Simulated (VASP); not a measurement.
# TaN (CsCl type) (Pm-3m) in VASP: further runs

TaN (CsCl type) is run at these levels: PBE; tasks: single point, relaxation of cell and atoms.

All numbers are computed with VASP 6.6.1; they aren't measurements. Logs are shortened: lines on timing, memory, paths and dates and some standing lists are left out, and cuts for length are marked.

**1. The cell of the first run**

Symmetry: Pm-3m, No. 221, cubic system. The conventional cell has a = 2.525 Å, b = 2.525 Å, c = 2.525 Å, α = 90.00°, β = 90.00°, γ = 90.00°. Within 2.9 Å of Ta (site symmetry m-3m) lie 8 N at 2.19 Å and 6 Ta at 2.52 Å. Within 2.9 Å of N (site symmetry m-3m) lie 8 Ta at 2.19 Å and 6 N at 2.52 Å.

**2. Single point, PBE**

Input file INCAR:

```
SYSTEM = TaN
PREC = Accurate
ENCUT = 520
EDIFF = 1E-6
ISMEAR = -1
SIGMA = 0.05
LREAL = .False.
LASPH = .True.
NELM = 60
ALGO = Normal
ISIF = 2
LWAVE = .False.
LCHARG = .True.
GGA = PE
LELF = .True.
LVHAR = .True.
NBANDS = 15
```

Input file KPOINTS:

```
regular mesh
0
Gamma
  15 15 15
  0 0 0
```

Input file POSCAR:

```
TaN
1.0
    2.5246609284      0.0000000000      0.0000000000
    0.0000000000      2.5246609284      0.0000000000
    0.0000000000      0.0000000000      2.5246609284
Ta N
1 1
Direct
    0.0000000000      0.0000000000      0.0000000000
    0.5000000000      0.5000000000      0.5000000000
```

Potentials or basis: VASP PAW PBE potentials, release 64 (Ta_pv, N).

Command:

```
cat potpaw_PBE.64/Ta_pv/POTCAR potpaw_PBE.64/N/POTCAR > POTCAR
mpirun -np 1 vasp_std > vasp.out
```

OUTCAR:

```text
SYSTEM = TaN
   PREC = Accurate
   ENCUT = 520
   EDIFF = 1E-6
   ISMEAR = -1
   LREAL = .False.
   LASPH = .True.
   NELM = 60
   ISIF = 2
   GGA = PE

 ion  position               nearest neighbor table
   1  0.000  0.000  0.000-   2 2.19   2 2.19   2 2.19   2 2.19   2 2.19   2 2.19   2 2.19   2 2.19

   2  0.500  0.500  0.500-   1 2.19   1 2.19   1 2.19   1 2.19   1 2.19   1 2.19   1 2.19   1 2.19

  LATTYP: Found a simple cubic cell.
 ALAT       =     2.5246609284

  Lattice vectors:

 A1 = (   2.5246609284,   0.0000000000,   0.0000000000)
 A2 = (   0.0000000000,   2.5246609284,   0.0000000000)
 A3 = (   0.0000000000,   0.0000000000,   2.5246609284)

Analysis of symmetry for initial positions (statically):
=====================================================================
 Subroutine PRICEL returns:
 Original cell was already a primitive cell.

 Routine SETGRP: Setting up the symmetry group for a
 simple cubic supercell.

 Subroutine GETGRP returns: Found 48 space group operations
 (whereof 48 operations were pure point group operations)
 out of a pool of 48 trial point group operations.

The static configuration has the point symmetry O_h .

Analysis of symmetry for dynamics (positions and initial velocities):
=====================================================================
 Subroutine PRICEL returns:
 Original cell was already a primitive cell.

 Routine SETGRP: Setting up the symmetry group for a
 simple cubic supercell.

 Subroutine GETGRP returns: Found 48 space group operations
 (whereof 48 operations were pure point group operations)
 out of a pool of 48 trial point group operations.

The dynamic configuration has the point symmetry O_h .

 Subroutine INISYM returns: Found 48 space group operations
 (whereof 48 operations are pure point group operations),
 and found     1 'primitive' translations

----------------------------------------------------------------------------------------

                                     Primitive cell

  volume of cell :      16.0920

  direct lattice vectors                    reciprocal lattice vectors
     2.524660928  0.000000000  0.000000000     0.396092794  0.000000000  0.000000000
     0.000000000  2.524660928  0.000000000     0.000000000  0.396092794  0.000000000
     0.000000000  0.000000000  2.524660928     0.000000000  0.000000000  0.396092794

  length of vectors
     2.524660928  2.524660928  2.524660928     0.396092794  0.396092794  0.396092794

  position of ions in fractional coordinates (direct lattice)
     0.000000000  0.000000000  0.000000000
     0.500000000  0.500000000  0.500000000

  ion indices of the primitive-cell ions
   primitive index   ion index
                 1           1
                 2           2

----------------------------------------------------------------------------------------

 KPOINTS: regular mesh

Automatic generation of k-mesh.
 Grid dimensions read from file:
 generate k-points for:   15   15   15

 Generating k-lattice:

  Cartesian coordinates                     Fractional coordinates (reciprocal lattice)
     0.026406186  0.000000000  0.000000000     0.066666667  0.000000000  0.000000000
     0.000000000  0.026406186  0.000000000     0.000000000  0.066666667  0.000000000
     0.000000000  0.000000000  0.026406186     0.000000000  0.000000000  0.066666667

  Length of vectors
     0.026406186  0.026406186  0.026406186

  Shift w.r.t. Gamma in fractional coordinates (k-lattice)
     0.000000000  0.000000000  0.000000000

 Subroutine IBZKPT returns following result:
 ===========================================

 Found    120 irreducible k-points:

 Following reciprocal coordinates:
            Coordinates               Weight
  0.000000  0.000000  0.000000      1.000000
  0.066667  0.000000  0.000000      6.000000
  0.133333  0.000000  0.000000      6.000000
  0.200000  0.000000  0.000000      6.000000
  0.266667  0.000000  0.000000      6.000000
  0.333333  0.000000  0.000000      6.000000
[... 16 lines left out ...]
  0.266667  0.200000  0.000000     24.000000
  0.333333  0.200000  0.000000     24.000000
 [... further k-points ...]
   k-points           NKPTS =    120   k-points in BZ     NKDIM =    120   number of bands    NBANDS=     15
   number of dos      NEDOS =    301   number of ions     NIONS =      2
   total plane-waves  NPLWV =   8000
   dimension x,y,z NGX =    20 NGY =   20 NGZ =   20
   dimension x,y,z NGXF=    40 NGYF=   40 NGZF=   40
   ions per type =               1   1
   NGX,Y,Z   is equivalent  to a cutoff of  13.17, 13.17, 13.17 a.u.
   NGXF,Y,Z  is equivalent  to a cutoff of  26.34, 26.34, 26.34 a.u.
 SYSTEM =  TaN
   PREC   = accura    normal or accurate (medium, high low for compatibility)
   ISTART =      0    job   : 0-new  1-cont  2-samecut
   ICHARG =      2    charge: 1-file 2-atom 10-const
   ISPIN  =      1    spin polarized calculation?
   LNONCOLLINEAR =      F non collinear calculations
   LSORBIT =      F    spin-orbit coupling
   LASPH  =      T    aspherical Exc in radial PAW
   ENCUT  =  520.0 eV  38.22 Ry    6.18 a.u.   4.69  4.69  4.69*2*pi/ulx,y,z
   NELM   =     60;   NELMIN=  2; NELMDL= -5     # of ELM steps
   EDIFF  = 0.1E-05   stopping-criterion for ELM
   LREAL  =      F    real-space projection
   EDIFFG = 0.1E-04   stopping-criterion for IOM
   NSW    =      0    number of steps for IOM
   IBRION =     -1    ionic relax: 0-MD 1-quasi-New 2-CG
   NFREE  =      0    steps in history (QN), initial steepest desc. (CG)
   ISIF   =      2    stress and relaxation
   ISYM   =      2    0-nonsym 1-usesym 2-fastsym
   POTIM  = 0.5000    time-step for ionic-motion
   TEBEG  =    0.0;   TEEND  =   0.0 temperature during run
   PSTRESS=    0.0 pullay stress
   NELECT =      16.0000    total number of electrons
   NUPDOWN=      -1.0000    fix difference up-down
   EMIN   =  10.00;   EMAX   =-10.00  energy-range for DOS
   EFERMI =   0.00;   METHOD = LEGACY
   ISMEAR =    -1;   SIGMA  =   0.05  broadening in eV -4-tet -1-fermi 0-gaus
   EFERMI_NEDOS =   21; number of points for ismear=-14 and -15
   IALGO  =     38    algorithm
   IMIX   =      4    mixing-type and parameters
     AMIX     =   0.40;   BMIX     =  1.00
     AMIX_MAG =   1.60;   BMIX_MAG =  1.00
  volume/ion in A,a.u.               =       8.05        54.30
  Fermi-wavevector in a.u.,A,eV,Ry     =   1.633974  3.087763 36.325794  2.669871
  Thomas-Fermi vector in A             =   2.725690
   LORBIT       =      0    0 simple, 1 ext, 2 COOP (PROOUT), +10 PAW based schemes
   GGA     = PE    functional components
   LHFCALC =     F    Hartree Fock is set to
   AEXX    =    0.0000 exact exchange contribution
   IVDW    =     0    specifies the selected vdW correction
   LEPSILON=     F    determine dielectric tensor
   LRPA    =     F    only Hartree local field effects (RPA)
 non-spin polarized calculation
  energy-cutoff  :      520.00
  volume of cell :       16.09
 maximum number of plane-waves:       461
 NGX is ok and might be reduce to    20
   NGX =  9   NGY =  9   NGZ =  9

 number of electron      16.0000000 magnetization

 Free energy of the ion-electron system (eV)
  ---------------------------------------------------
  ext. energy  EPLUGINS =         0.00000000
  ---------------------------------------------------
  free energy    TOTEN  =       -19.14508248 eV

  energy without entropy =      -19.14219507  energy(sigma->0) =      -19.14363877

 E-fermi :  12.7589     XC(G=0): -15.1135

 val. band max:       12.6661470812   @ k =   0.2667   0.0667   0.0667
 cond. band min:      12.7951254083   @ k =   0.2667   0.2667   0.2667
 fundamental gap:      0.1289783271
 Fermi energy:        12.7589220638

 k-point     1 :       0.0000    0.0000    0.0000
  band No.  band energies     occupation
      1     -22.2187      2.00000
      2     -22.2187      2.00000
      3     -22.2187      2.00000
      4      -8.1708      2.00000
      5       5.9731      2.00000
      6       5.9731      2.00000
      7       9.3273      2.00000
      8       9.3273      2.00000
      9       9.3273      2.00000
     10      17.8349      0.00000
     11      17.8349      0.00000
     12      17.8350      0.00000
     13      18.5856      0.00000
     14      25.8230      0.00000
     15      32.3430      0.00000

 k-point     2 :       0.0667    0.0000    0.0000
  band No.  band energies     occupation
      1     -22.3637      2.00000
      2     -22.2061      2.00000
      3     -22.2061      2.00000
      4      -8.0168      2.00000
      5       5.9695      2.00000
      6       6.0336      2.00000
      7       9.1830      2.00000
      8       9.1830      2.00000
      9       9.3108      2.00000
     10      17.8716      0.00000
     11      17.8993      0.00000
     12      17.8993      0.00000
     13      18.8573      0.00000
     14      25.8231      0.00000
     15      31.1818      0.00000

 k-point     3 :       0.1333    0.0000    0.0000
  band No.  band energies     occupation
      1     -22.7573      2.00000
      2     -22.1704      2.00000
      3     -22.1704      2.00000
      4      -7.5857      2.00000
      5       5.6843      2.00000
      6       6.2093      2.00000
      7       8.7880      2.00000
      8       8.7880      2.00000
      9       9.6366      2.00000
     10      17.9769      0.00000
     11      18.0854      0.00000
     12      18.0855      0.00000
     13      19.5500      0.00000
     14      25.8234      0.00000
     15      29.0911      0.00000

 k-point     4 :       0.2000    0.0000    0.0000
  band No.  band energies     occupation
      1     -23.2984      2.00000
      2     -22.1174      2.00000
      3     -22.1174      2.00000
      4      -6.9475      2.00000
      5       4.8479      2.00000
      6       6.4828      2.00000
      7       8.2365      2.00000
      8       8.2365      2.00000
      9      10.7444      2.00000
     10      18.1363      0.00000
     11      18.3736      0.00000
     12      18.3736      0.00000
     13      20.4354      0.00000
     14      25.8239      0.00000
     15      27.0050      0.00000
[... 307 lines left out ...]
 k-point    22 :       0.2000    0.2000    0.0000
  band No.  band energies     occupation
      1     -23.2563      2.00000
      2     -23.0467      2.00000
      3     -22.0218      2.00000
      4      -6.0946      2.00000
      5       4.3138      2.00000
      6       6.1305      2.00000
      7       8.0242      2.00000
      8       8.6974      2.00000
      9      12.2007      1.99997
     10      15.8804      0.00000
     11      16.8356      0.00000
     12      19.6661      0.00000
     13      22.3433      0.00000
     14      25.8275      0.00000
     15      28.4745      0.00000

 k-point    23 :       0.2667    0.2000    0.0000
  band No.  band energies     occupation
      1     -23.7241      2.00000
      2     -23.0455      2.00000
      3     -21.9637      2.00000
      4      -5.6184      2.00000
      5       3.5718      2.00000
      6       6.1365      2.00000
      7       7.8203      2.00000
      8       8.9783      2.00000
      9      13.4356      0.00000
     10      15.5558      0.00000
     11      16.7133      0.00000
     12      19.4402      0.00000
     13      22.7988      0.00000
     14      25.8290      0.00000
     15      27.7825      0.00000

 k-point    24 :       0.3333    0.2000    0.0000
  band No.  band energies     occupation
      1     -24.2110      2.00000
      2     -22.9691      2.00000
      3     -21.9075      2.00000
      4      -5.1699      2.00000
      5       2.8574      2.00000
      6       6.1100      2.00000
      7       7.5760      2.00000
      8       9.0253      2.00000
      9      15.0646      0.00000
     10      15.5582      0.00000
     11      16.8810      0.00000
     12      18.9404      0.00000
     13      23.1685      0.00000
     14      25.8295      0.00000
     15      26.7857      0.00000

 [... further k-points ...]
[... 5 lines left out ...]
  --------------------------------------------------------------------------------------
  -------------------------------------------------------------------------------------
  Total       14.3763570     14.3763570     14.3763570      0.0000000      0.0000000     -0.0000000
  in kB     1431.3645387   1431.3645387   1431.3645387      0.0000000      0.0000000     -0.0000000
  external PRESSURE =    1431.3645387 kB  Pullay stress =       0.0000000 kB

 VOLUME and BASIS-vectors are now :
 -----------------------------------------------------------------------------
  energy-cutoff  :      520.00
  volume of cell :       16.09
      direct lattice vectors                 reciprocal lattice vectors
     2.524660928  0.000000000  0.000000000     0.396092794  0.000000000  0.000000000
     0.000000000  2.524660928  0.000000000     0.000000000  0.396092794  0.000000000
     0.000000000  0.000000000  2.524660928     0.000000000  0.000000000  0.396092794

 POSITION                                       TOTAL-FORCE (eV/Angst)
 -----------------------------------------------------------------------------------
      0.00000      0.00000      0.00000         0.000000      0.000000      0.000000
      1.26233      1.26233      1.26233         0.000000      0.000000      0.000000
 -----------------------------------------------------------------------------------
    total drift:                                0.000000      0.000000      0.000000

  FREE ENERGIE OF THE ION-ELECTRON SYSTEM (eV)
  ---------------------------------------------------
  free  energy   TOTEN  =       -19.1450824804 eV

  energy  without entropy=      -19.1421950677  energy(sigma->0) =      -19.14363877
```

Run time: 9.4 s. Hardware: 1 thread of Intel Xeon 6975P-C (Granite Rapids), shared host; peak memory 0.14 GiB.

Results:

```
Free energy            : -19.1451 eV
Pressure               : 143.1 GPa
Band gap on the k mesh : zero (band 8 reaches 20.30 eV, above the bottom of band 9 at 9.31 eV)
```

Caveat: spin-orbit coupling is left out, which moves the levels of the heavy elements.

**3. Single point, PBE**

Input file INCAR:

```
PREC = Accurate
ENCUT = 520
EDIFF = 1E-6
ISMEAR = -1
SIGMA = 0.05
LREAL = F
LASPH = T
NELM = 100
ALGO = Normal
ISIF = 2
LWAVE = F
LCHARG = F
GGA = PE
NBANDS = 15
```

Input file KPOINTS:

```
Automatic mesh
0
Gamma
  15 15 15
```

Input file POSCAR:

```
TaN
1.0
    2.5238409854      0.0000000000      0.0000000000
    0.0000000000      2.5238409854      0.0000000000
    0.0000000000      0.0000000000      2.5238409854
Ta N
1 1
Direct
    0.0000000000      0.0000000000      0.0000000000
    0.5000000000      0.5000000000      0.5000000000
```

Potentials or basis: VASP PAW PBE potentials, release 64 (Ta_pv, N).

Command:

```
cat potpaw_PBE.64/Ta_pv/POTCAR potpaw_PBE.64/N/POTCAR > POTCAR
mpirun -np 1 vasp_std > vasp.out
```

OUTCAR:

```text
PREC = Accurate
   ENCUT = 520
   EDIFF = 1E-6
   ISMEAR = -1
   LREAL = F
   LASPH = T
   NELM = 100
   ISIF = 2
   GGA = PE

 ion  position               nearest neighbor table
   1  0.000  0.000  0.000-   2 2.19   2 2.19   2 2.19   2 2.19   2 2.19   2 2.19   2 2.19   2 2.19

   2  0.500  0.500  0.500-   1 2.19   1 2.19   1 2.19   1 2.19   1 2.19   1 2.19   1 2.19   1 2.19

  LATTYP: Found a simple cubic cell.
 ALAT       =     2.5238409854

  Lattice vectors:

 A1 = (   2.5238409854,   0.0000000000,   0.0000000000)
[... 609 lines left out ...]
     10      15.5742      0.00000
     11      16.9016      0.00000
     12      18.9610      0.00000
     13      23.1958      0.00000
     14      25.8447      0.00000
     15      26.8039      0.00000

 [... further k-points ...]
[... 5 lines left out ...]
  --------------------------------------------------------------------------------------
  -------------------------------------------------------------------------------------
  Total       14.4469895     14.4469895     14.4469895      0.0000000     -0.0000000      0.0000000
  in kB     1439.7993494   1439.7993494   1439.7993494      0.0000000     -0.0000000      0.0000000
  external PRESSURE =    1439.7993494 kB  Pullay stress =       0.0000000 kB

 VOLUME and BASIS-vectors are now :
 -----------------------------------------------------------------------------
  energy-cutoff  :      520.00
  volume of cell :       16.08
      direct lattice vectors                 reciprocal lattice vectors
     2.523840985  0.000000000  0.000000000     0.396221476  0.000000000  0.000000000
     0.000000000  2.523840985  0.000000000     0.000000000  0.396221476  0.000000000
     0.000000000  0.000000000  2.523840985     0.000000000  0.000000000  0.396221476

 POSITION                                       TOTAL-FORCE (eV/Angst)
 -----------------------------------------------------------------------------------
      0.00000      0.00000      0.00000         0.000000      0.000000      0.000000
      1.26192      1.26192      1.26192         0.000000      0.000000      0.000000
 -----------------------------------------------------------------------------------
    total drift:                                0.000000      0.000000      0.000000

  FREE ENERGIE OF THE ION-ELECTRON SYSTEM (eV)
  ---------------------------------------------------
  free  energy   TOTEN  =       -19.1310234349 eV

  energy  without entropy=      -19.1281499536  energy(sigma->0) =      -19.12958669
```

OSZICAR:

```text
N       E                     dE             d eps       ncg     rms          rms(c)
DAV:   1     0.978568372536E+02    0.97857E+02   -0.86479E+03  3632   0.117E+03
DAV:   2    -0.189216334934E+02   -0.11678E+03   -0.10990E+03  4377   0.318E+02
DAV:   3    -0.213898099772E+02   -0.24682E+01   -0.24615E+01  4034   0.450E+01
DAV:   4    -0.213960378521E+02   -0.62279E-02   -0.62276E-02  4559   0.249E+00
DAV:   5    -0.213960548801E+02   -0.17028E-04   -0.17029E-04  4057   0.123E-01    0.350E+01
DAV:   6    -0.191772240456E+02    0.22188E+01   -0.32663E+00  4132   0.220E+01    0.161E+01
DAV:   7    -0.191517823252E+02    0.25442E-01   -0.31586E-01  3782   0.498E+00    0.969E+00
DAV:   8    -0.191341376811E+02    0.17645E-01   -0.36906E-02  4160   0.164E+00    0.208E+00
DAV:   9    -0.191310132864E+02    0.31244E-02   -0.39971E-03  4202   0.543E-01    0.221E-01
DAV:  10    -0.191310503306E+02   -0.37044E-04   -0.34694E-04  3971   0.206E-01    0.808E-02
DAV:  11    -0.191310243541E+02    0.25976E-04   -0.50591E-05  4307   0.717E-02    0.306E-02
DAV:  12    -0.191310234349E+02    0.91926E-06   -0.50847E-06  3798   0.225E-02
   1 F= -.19131023E+02 E0= -.19129587E+02  d E =-.287348E-02
```

stdout:

```text
POSCAR found type information on POSCAR TaN
 POSCAR found :  2 types and       2 ions
 scaLAPACK will be used
 LDA part: xc-table for (Slater+PW92), standard interpolation
 POSCAR, INCAR and KPOINTS ok, starting setup
 FFT: planning ... GRIDC
 FFT: planning ... GRID_SOFT
 FFT: planning ... GRID
 WAVECAR not read
 entering main loop
```

Wall time 9.3 s (1 thread of Intel Xeon 6975P-C (Granite Rapids), shared host); peak memory 0.14 GiB.

Results:

```
Free energy            : -19.1310 eV
Pressure               : 144.0 GPa
Band gap on the k mesh : zero (band 8 reaches 20.32 eV, above the bottom of band 9 at 9.32 eV)
```

Levels at points of the mesh, in eV from the Fermi level:
```
           k point  band 4  band 5  band 6  band 7  band 8  band 9  band 10  band 11  band 12  band 13
(0.00, 0.00, 0.00)  -20.94   -6.79   -6.79   -3.43   -3.43   -3.43     5.08     5.08     5.08     5.84
```

Caveat: spin-orbit coupling is left out, which moves the levels of the heavy elements.

(Part 1 of 2 ends here.)
